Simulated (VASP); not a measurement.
The system is AsS5.

```xyz
6
Lattice="5.2876 0.0000 0.0000 -2.6438 4.5792 0.0000 0.0000 0.0000 4.4769" Properties=species:S:1:pos:R:3 pbc="T T T"
As    0.0000    0.0000    0.0000
S    -1.9335    3.3489    2.2385
S     3.8669    0.0000    2.2385
S     0.7103    1.2304    2.2385
S     2.6438    1.5264    0.0000
S     0.0000    3.0528    0.0000
```

The cell was generated, and may not be a known phase.

| Property | Result |
| --- | --- |
| Program | VASP 6.6.1 |
| Task | relaxation of cell and atoms |
| Functional | PBE |
| Potentials or basis | VASP PAW PBE potentials, release 64 (As_d, S) |
| Cutoff | 510 eV |
| k mesh | 6 × 6 × 4 |
| Occupations | gaussian, width 0.1 eV |
| Spin | no spin polarisation |

At the start: pressure -0.8 GPa; volume 18.07 Å³/atom.

**Question.** How do energy, volume and symmetry change on relaxing?

**Answer.** Over 31 steps the energy falls by 229.2 meV/atom and the volume is 21.03 Å³/atom (+16.4 %); space group P-62m (No. 189, to 0.1 Å) before and after.

The path:
| step | energy change (eV) | largest force (eV/Å) | pressure (GPa) | volume (Å³) |
| --- | --- | --- | --- | --- |
| 1 | 0.0000 | 0.1120 | -0.84 | 108.40 |
| 2 | -0.0307 | 0.0826 | 0.11 | 106.92 |
| 3 | -0.0711 | 0.1175 | 3.03 | 103.20 |
| 4 | -0.0819 | 0.1117 | 3.07 | 103.15 |
| 5 | -0.1113 | 0.0743 | 3.28 | 102.97 |
| 6 | -0.2076 | 0.3442 | 3.77 | 102.55 |
| 7 | -0.4337 | 0.2328 | 6.10 | 101.40 |
| 8 | -0.2819 | 2.5378 | 16.61 | 97.96 |
| 9 | -0.5105 | 0.3991 | 8.98 | 100.28 |
| 10 | -0.4204 | 1.7875 | 13.92 | 98.69 |
| 11 | -0.5104 | 0.8924 | 10.73 | 99.67 |
| 12 | -0.5285 | 0.9809 | 10.86 | 99.83 |
| 13 | -0.5682 | 1.2590 | 11.36 | 100.31 |
| 14 | -0.5891 | 1.8724 | 12.81 | 101.14 |
| 15 | -0.6670 | 1.7384 | 11.98 | 102.13 |
| 16 | -0.8609 | 1.3787 | 9.83 | 105.12 |
| 17 | -1.1325 | 0.8150 | 6.68 | 111.08 |
| 18 | -1.2917 | 0.1455 | 2.34 | 122.95 |
| 19 | -1.2990 | 0.0070 | 2.94 | 120.97 |
| 20 | -1.3275 | 0.1313 | 2.14 | 121.39 |
| 21 | -1.3515 | 0.5333 | 0.00 | 122.59 |
| 22 | -1.3537 | 0.4496 | 0.43 | 122.34 |
| 23 | -1.3616 | 0.3171 | 0.47 | 122.69 |
| 24 | -1.3707 | 0.0942 | 0.66 | 123.70 |
| 25 | -1.3727 | 0.0289 | 0.23 | 124.52 |
| 26 | -1.3728 | 0.0176 | -0.06 | 125.11 |
| 27 | -1.3729 | 0.0030 | 0.03 | 124.93 |
| 28 | -1.3735 | 0.0125 | 0.04 | 125.10 |
| 29 | -1.3747 | 0.0598 | 0.07 | 125.60 |
| 30 | -1.3748 | 0.0818 | 0.08 | 125.83 |
| 31 | -1.3750 | 0.0104 | -0.14 | 126.18 |

Final structure:
```
As S
1.0
     4.67643    0.00000    0.00000
    -2.33821    4.04990    0.00000
     0.00000    0.00000    6.66239
As S
1 5
Direct
  0.00000 0.00000 0.00000
  0.00000 0.74002 0.50000
  0.74002 0.00000 0.50000
  0.25998 0.25998 0.50000
  0.66667 0.33333 0.00000
  0.33333 0.66667 0.00000
```

Caveat: the volume moved by over 15 % at a fixed basis, so the end points are rough; this functional lacks dispersion, which binds layers or chains, so the pressure and a relaxed spacing across them are unreliable; an odd number of electrons without spin polarisation forces a metal; a magnetic or distorted state may lie lower.
